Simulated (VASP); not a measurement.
# C in VASP: single point with PBE+D3(BJ)

Aim: the single point of C with PBE+D3(BJ).

Everything below comes from runs of VASP 6.6.1. Logs are shortened: lines on timing, memory, paths and dates and some standing lists are left out, and cuts for length are marked.

## (1) The cell of the first run

The cell holds a slab with vacuum, 19 atoms: a = 7.398 Å, b = 7.398 Å, c = 12.000 Å, α = 90.00°, β = 90.00°, γ = 120.00°.

## (2) Single point, PBE+D3(BJ), collinear spin

INCAR

```
PREC     = Accurate       # precision mode
ENCUT    = 520            # plane-wave cutoff, eV
EDIFF    = 1E-7           # SCF threshold, eV
ISMEAR   = -1             # smearing method
SIGMA    = 0.02           # smearing width, eV
LREAL    = Auto         
LASPH    = T              # aspherical terms in the spheres
NELM     = 150            # most SCF steps
ALGO     = Normal         # electronic algorithm
ISIF     = 2              # what is computed and relaxed
LWAVE    = F              # write WAVECAR
LCHARG   = F              # write CHGCAR
ISPIN    = 2              # spin polarisation
MAGMOM   = 0 0 0 0 0 0 0 0 0 0 0 0 0 0 0 0 0 0 0.13 # initial moments
LORBIT   = 11             # projections on sites
GGA      = PE             # functional
IVDW     = 12             # dispersion correction
NBANDS   = 57             # bands
```

KPOINTS

```
regular mesh
0
Gamma
  2 2 1
```

POSCAR

```
C
1.0
    7.3980000000      0.0000000000      0.0000000000
   -3.6990000000      6.4068560000      0.0000000000
    0.0000000000      0.0000000000     12.0000000000
C
19
Direct
   -0.0039516051      0.0002341242      0.0803666667
    0.2197999020      0.1064016422      0.0801000000
   -0.0009549425      0.3319100663      0.0717583333
    0.2151092591      0.4403563932      0.0819250000
   -0.0104183866      0.6611042920      0.0782333333
    0.2121405992      0.7745920932      0.0826500000
    0.3249437249     -0.0017481273      0.0822416667
    0.5434956562      0.1124576547      0.0760833333
    0.3247745100      0.3376539132      0.0836250000
    0.5570448348      0.4519377367      0.0782250000
    0.3233146791      0.6637420913      0.1119333333
    0.5597004262      0.7807417554      0.1076666667
    0.6636372423      0.0140006268      0.0827250000
    0.8889702874      0.1160319508      0.0785916667
    0.6587993287      0.3278987385      0.0796833333
    0.8884414198      0.4402783518      0.0756250000
    0.6757399757      0.6693766802      0.0799250000
    0.8936814924      0.7763870454      0.0788000000
    0.4386639745      0.7186364107      0.2198583333
```

Potentials or basis: VASP PAW PBE potentials, release 64 (C).

Command:

```sh
> cat potpaw_PBE.64/C/POTCAR > POTCAR
> mpirun -np 1 vasp_std > vasp.out
```

OUTCAR:

```text
PREC = Accurate
   ENCUT = 520
   EDIFF = 1E-7
   ISMEAR = -1
   LREAL = Auto
   LASPH = T
   NELM = 150
   ISIF = 2
   ISPIN = 2
   LORBIT = 11
   GGA = PE
   IVDW = 12
 IVDW          = 12

 ion  position               nearest neighbor table
   1  0.996  0.000  0.080-  14 1.43   2 1.43  18 1.44
   2  0.220  0.106  0.080-   7 1.37   1 1.43   9 1.48
   3  0.999  0.332  0.072-  14 1.39   4 1.39  16 1.40
   4  0.215  0.440  0.082-   9 1.36   3 1.39  11 1.48
   5  0.990  0.661  0.078-  18 1.35  16 1.42   6 1.43
   6  0.212  0.775  0.083-   5 1.43   7 1.43  11 1.47
   7  0.325  0.998  0.082-   2 1.37   8 1.40   6 1.43
   8  0.543  0.112  0.076-  15 1.38   7 1.40  13 1.41
   9  0.325  0.338  0.084-   4 1.36   2 1.48  10 1.49
  10  0.557  0.452  0.078-  17 1.40  15 1.45   9 1.49
  11  0.323  0.664  0.112-   6 1.47   4 1.48  19 1.49  12 1.52
  12  0.560  0.781  0.108-  17 1.49  11 1.52  13 1.53  19 1.55
  13  0.664  0.014  0.083-   8 1.41  14 1.45  12 1.53
  14  0.889  0.116  0.079-   3 1.39   1 1.43  13 1.45
  15  0.659  0.328  0.080-   8 1.38  10 1.45  16 1.47
  16  0.888  0.440  0.076-   3 1.40   5 1.42  15 1.47
  17  0.676  0.669  0.080-  10 1.40  18 1.40  12 1.49
  18  0.894  0.776  0.079-   5 1.35  17 1.40   1 1.44
  19  0.439  0.719  0.220-  11 1.49  12 1.55

  LATTYP: Found a hexagonal cell.
 ALAT       =     7.3980000000
 C/A-ratio  =     1.6220600162

  Lattice vectors:

 A1 = (   7.3980000000,   0.0000000000,   0.0000000000)
 A2 = (  -3.6990000000,   6.4068560000,   0.0000000000)
 A3 = (   0.0000000000,   0.0000000000,  12.0000000000)

Analysis of symmetry for initial positions (statically):
=====================================================================
 Subroutine PRICEL returns:
 Original cell was already a primitive cell.

 Routine SETGRP: Setting up the symmetry group for a
 hexagonal supercell.

 Subroutine GETGRP returns: Found  1 space group operations
 (whereof  1 operations were pure point group operations)
 out of a pool of 24 trial point group operations.

The static configuration has the point symmetry C_1 .

Analysis of symmetry for dynamics (positions and initial velocities):
=====================================================================
 Subroutine PRICEL returns:
 Original cell was already a primitive cell.

 Routine SETGRP: Setting up the symmetry group for a
 hexagonal supercell.

 Subroutine GETGRP returns: Found  1 space group operations
 (whereof  1 operations were pure point group operations)
 out of a pool of 24 trial point group operations.

The dynamic configuration has the point symmetry C_1 .

Analysis of structural, dynamic, and magnetic symmetry:
=====================================================================
 Subroutine PRICEL returns:
 Original cell was already a primitive cell.

 Routine SETGRP: Setting up the symmetry group for a
 hexagonal supercell.

 Subroutine GETGRP returns: Found  1 space group operations
 (whereof  1 operations were pure point group operations)
 out of a pool of 24 trial point group operations.

The overall configuration has the point symmetry C_1 .

 Subroutine INISYM returns: Found  1 space group operations
 (whereof  1 operations are pure point group operations),
 and found     1 'primitive' translations

----------------------------------------------------------------------------------------

                                     Primitive cell

  volume of cell :     568.7750

  direct lattice vectors                    reciprocal lattice vectors
     7.398000000  0.000000000  0.000000000     0.135171668  0.078041398  0.000000000
    -3.699000000  6.406856000  0.000000000     0.000000000  0.156082796  0.000000000
     0.000000000  0.000000000 12.000000000     0.000000000  0.000000000  0.083333333

  length of vectors
     7.398000000  7.398000054 12.000000000     0.156082797  0.156082796  0.083333333

  position of ions in fractional coordinates (direct lattice)
     0.996048395  0.000234124  0.080366667
     0.219799902  0.106401642  0.080100000
     0.999045057  0.331910066  0.071758333
     0.215109259  0.440356393  0.081925000
     0.989581613  0.661104292  0.078233333
     0.212140599  0.774592093  0.082650000
[... 11 lines left out ...]
     0.893681492  0.776387045  0.078800000
     0.438663975  0.718636411  0.219858333

  ion indices of the primitive-cell ions
   primitive index   ion index
                 1           1
[... 33 lines left out ...]

  Length of vectors
     0.078041399  0.078041398  0.083333333

  Shift w.r.t. Gamma in fractional coordinates (k-lattice)
     0.000000000  0.000000000  0.000000000

 Subroutine IBZKPT returns following result:
 ===========================================

 Found      4 irreducible k-points:

 Following reciprocal coordinates:
            Coordinates               Weight
  0.000000  0.000000  0.000000      1.000000
  0.500000  0.000000  0.000000      1.000000
  0.000000  0.500000  0.000000      1.000000
  0.500000  0.500000  0.000000      1.000000
   k-points           NKPTS =      4   k-points in BZ     NKDIM =      4   number of bands    NBANDS=     57
   number of dos      NEDOS =    301   number of ions     NIONS =     19
   total plane-waves  NPLWV = 282240
   dimension x,y,z NGX =    56 NGY =   56 NGZ =   90
   dimension x,y,z NGXF=   112 NGYF=  112 NGZF=  180
   ions per type =              19
   NGX,Y,Z   is equivalent  to a cutoff of  12.58, 12.58, 12.47 a.u.
   NGXF,Y,Z  is equivalent  to a cutoff of  25.17, 25.17, 24.94 a.u.
 SYSTEM =  unknown system
   PREC   = accura    normal or accurate (medium, high low for compatibility)
   ISTART =      0    job   : 0-new  1-cont  2-samecut
   ICHARG =      2    charge: 1-file 2-atom 10-const
   ISPIN  =      2    spin polarized calculation?
   LNONCOLLINEAR =      F non collinear calculations
   LSORBIT =      F    spin-orbit coupling
   LASPH  =      T    aspherical Exc in radial PAW
   ENCUT  =  520.0 eV  38.22 Ry    6.18 a.u.  13.76 13.76 22.31*2*pi/ulx,y,z
   NELM   =    150;   NELMIN=  2; NELMDL= -5     # of ELM steps
   EDIFF  = 0.1E-06   stopping-criterion for ELM
   LREAL  =      T    real-space projection
   EDIFFG = 0.1E-05   stopping-criterion for IOM
   NSW    =      0    number of steps for IOM
   IBRION =     -1    ionic relax: 0-MD 1-quasi-New 2-CG
   NFREE  =      0    steps in history (QN), initial steepest desc. (CG)
   ISIF   =      2    stress and relaxation
   ISYM   =      2    0-nonsym 1-usesym 2-fastsym
   POTIM  = 0.5000    time-step for ionic-motion
   TEBEG  =    0.0;   TEEND  =   0.0 temperature during run
   PSTRESS=    0.0 pullay stress
   NELECT =      76.0000    total number of electrons
   NUPDOWN=      -1.0000    fix difference up-down
   EMIN   =  10.00;   EMAX   =-10.00  energy-range for DOS
   EFERMI =   0.00;   METHOD = LEGACY
   ISMEAR =    -1;   SIGMA  =   0.02  broadening in eV -4-tet -1-fermi 0-gaus
   EFERMI_NEDOS =   21; number of points for ismear=-14 and -15
   IALGO  =     38    algorithm
   IMIX   =      4    mixing-type and parameters
     AMIX     =   0.40;   BMIX     =  1.00
     AMIX_MAG =   1.60;   BMIX_MAG =  1.00
  volume/ion in A,a.u.               =      29.94       202.01
  Fermi-wavevector in a.u.,A,eV,Ry     =   0.836949  1.581605  9.530667  0.700484
  Thomas-Fermi vector in A             =   1.950758
   LORBIT       =     11    0 simple, 1 ext, 2 COOP (PROOUT), +10 PAW based schemes
   GGA     = PE    functional components
   LHFCALC =     F    Hartree Fock is set to
   AEXX    =    0.0000 exact exchange contribution
   IVDW    =    12    specifies the selected vdW correction
   LEPSILON=     F    determine dielectric tensor
   LRPA    =     F    only Hartree local field effects (RPA)
 spin polarized calculation
  energy-cutoff  :      520.00
  volume of cell :      568.78
 maximum number of plane-waves:     15363
 NGX is ok and might be reduce to    56
   NGX = 27   NGY = 27   NGZ = 45

 number of electron      76.0000000 magnetization       0.5025051

 Free energy of the ion-electron system (eV)
  ---------------------------------------------------
  ext. energy  EPLUGINS =         0.00000000
  ---------------------------------------------------
  free energy    TOTEN  =      -167.68913777 eV

  energy without entropy =     -167.67932360  energy(sigma->0) =     -167.68423068

 E-fermi :  -2.2358     XC(G=0):  -3.8567

 val. band max:       -2.2641347322   @ k =   0.0000   0.0000   0.0000
 cond. band min:      -2.2237839441   @ k =   0.0000   0.5000   0.0000
 fundamental gap:      0.0403507881
 Fermi energy:        -2.2358263558

 spin component 1

 k-point     1 :       0.0000    0.0000    0.0000
  band No.  band energies     occupation
      1     -21.8570      1.00000
      2     -20.1486      1.00000
      3     -19.4099      1.00000
      4     -19.2740      1.00000
      5     -18.9800      1.00000
      6     -18.8805      1.00000
[... 201 lines left out ...]
     49       4.0280      0.00000
     50       4.1874      0.00000
 Fermi energy:        -2.2358263558

 spin component 2

 k-point     1 :       0.0000    0.0000    0.0000
  band No.  band energies     occupation
      1     -21.8186      1.00000
      2     -20.0694      1.00000
      3     -19.3928      1.00000
      4     -19.2589      1.00000
      5     -18.9671      1.00000
      6     -18.8664      1.00000
[... 201 lines left out ...]
     49       4.0493      0.00000
     50       4.2096      0.00000
 [bands above 50 left out]

------------------------ aborting loop because EDIFF is reached ----------------------------------------

 Edisp (eV)   -1.70337

 E8    (eV) :    -0.5301

  FORCE on cell =-STRESS in cart. coord.  units (eV):
  Direction    XX          YY          ZZ          XY          YZ          ZX
  --------------------------------------------------------------------------------------
  -------------------------------------------------------------------------------------
  Total       5.98843     6.18817    -0.71121    -1.82916     0.59467     0.96883
  in kB      16.86877    17.43139    -2.00339    -5.15255     1.67511     2.72910
  external pressure =       10.77 kB  Pullay stress =        0.00 kB

 VOLUME and BASIS-vectors are now :
 -----------------------------------------------------------------------------
  energy-cutoff  :      520.00
  volume of cell :      568.78
      direct lattice vectors                 reciprocal lattice vectors
     7.398000000  0.000000000  0.000000000     0.135171668  0.078041398  0.000000000
    -3.699000000  6.406856000  0.000000000     0.000000000  0.156082796  0.000000000
     0.000000000  0.000000000 12.000000000     0.000000000  0.000000000  0.083333333

 POSITION                                       TOTAL-FORCE (eV/Angst)
 -----------------------------------------------------------------------------------
      7.36790      0.00150      0.96440         1.659115      0.077614      0.150019
      1.23250      0.68170      0.96120        -3.692852      2.314331      0.035465
      6.16320      2.12650      0.86110        -0.569848      0.933054      0.533996
     -0.03750      2.82130      0.98310         0.212024      0.856366      0.409051
      4.87550      4.23560      0.93880         3.787103      0.159017     -0.284684
     -1.29580      4.96270      0.99180         0.037601      0.978662      0.525054
[... 11 lines left out ...]
      3.73960      4.97420      0.94560        -3.268884      1.347843     -0.318527
      0.58700      4.60420      2.63830         0.468954      0.247887      0.019237
 -----------------------------------------------------------------------------------
    total drift:                                0.007204      0.018044      0.013135

  FREE ENERGIE OF THE ION-ELECTRON SYSTEM (eV)
  ---------------------------------------------------
  free  energy   TOTEN  =      -169.3925072701 eV

  energy  without entropy=     -169.3826930946  energy(sigma->0) =     -169.38760018

 total charge

# of ion       s       p       d       tot
------------------------------------------
    1        0.856   1.775   0.000   2.631
    2        0.865   1.784   0.000   2.648
    3        0.879   1.838   0.000   2.717
    4        0.875   1.820   0.000   2.694
    5        0.875   1.831   0.000   2.706
    6        0.861   1.747   0.000   2.608
[... 11 lines left out ...]
   18        0.877   1.840   0.000   2.717
   19        0.985   1.295   0.000   2.280
--------------------------------------------------
tot         16.511  33.486   0.000  49.997

 magnetization (x)

# of ion       s       p       d       tot
------------------------------------------
    1       -0.000  -0.000   0.000  -0.000
    2        0.000   0.002   0.000   0.003
    3        0.000   0.002   0.000   0.003
    4        0.004   0.015   0.000   0.018
    5       -0.000   0.001   0.000   0.001
    6        0.004   0.021   0.000   0.025
[... 11 lines left out ...]
   18        0.001   0.011   0.000   0.012
   19        0.011   0.158   0.000   0.169
--------------------------------------------------
tot          0.023   0.240   0.000   0.263
```

It took 8 min on 1 thread of Intel Xeon Platinum 8375C at 2.90GHz (Ice Lake), shared host; peak memory 0.85 GiB.

Results:

- Free energy: -169.3925 eV
- Largest force: 4.358 eV/Å
- Net moment: 0.50 μB per cell
- Site moments: C -0.00, +0.00, +0.02, +0.03, +0.01, -0.01, +0.17 μB
- Valence electrons inside the program's atomic spheres: C 2.63, 2.65, 2.72, 2.69, 2.71, 2.61, 2.70, 2.57, 2.64, 2.28
- Dispersion energy per atom: -0.090 eV

Forces on the atoms (eV/Å):
```
C    1.659  0.078  0.150
C   -3.693  2.314  0.035
C   -0.570  0.933  0.534
C    0.212  0.856  0.409
C    3.787  0.159 -0.285
C    0.038  0.979  0.525
C    0.292 -2.104 -0.382
C    2.674 -0.761  0.894
C    3.190 -1.271 -0.586
C   -0.160 -1.494  0.608
C   -0.884 -0.670 -1.207
C    0.711  1.616 -0.053
C    1.494 -2.033  0.228
C   -1.329 -2.074 -0.463
C    0.557  3.246 -0.965
C   -3.052 -0.969  0.197
C   -2.127 -0.401  0.659
C   -3.269  1.348 -0.319
C    0.469  0.248  0.019
```

Levels at points of the mesh, in eV from the Fermi level:
Spin up:
| k point | band 36 | band 37 | band 38 | band 39 | band 40 | band 41 |
| --- | --- | --- | --- | --- | --- | --- |
| (0.00, 0.00, 0.00) | -2.17 | -0.16 | -0.03 | 0.07 | 0.45 | 1.70 |
| (0.50, 0.00, 0.00) | -2.25 | -1.51 | -0.13 | 0.19 | 1.17 | 2.41 |
| (0.00, 0.50, 0.00) | -2.19 | -1.45 | -0.80 | 0.01 | 1.91 | 2.45 |
| (0.50, 0.50, 0.00) | -2.18 | -1.44 | -0.76 | -0.03 | 1.90 | 2.33 |
Spin down:
```csv
k point,band 36,band 37,band 38,band 39,band 40,band 41
"(0.00, 0.00, 0.00)",-2.03,-0.11,0.08,0.29,1.11,1.73
"(0.50, 0.00, 0.00)",-2.21,-1.38,-0.08,0.99,1.24,2.43
"(0.00, 0.50, 0.00)",-2.16,-1.31,-0.74,0.76,1.96,2.52
"(0.50, 0.50, 0.00)",-2.15,-1.30,-0.70,0.71,1.95,2.50
```

Caveat: the k points lie up to 0.49 Å⁻¹ apart.
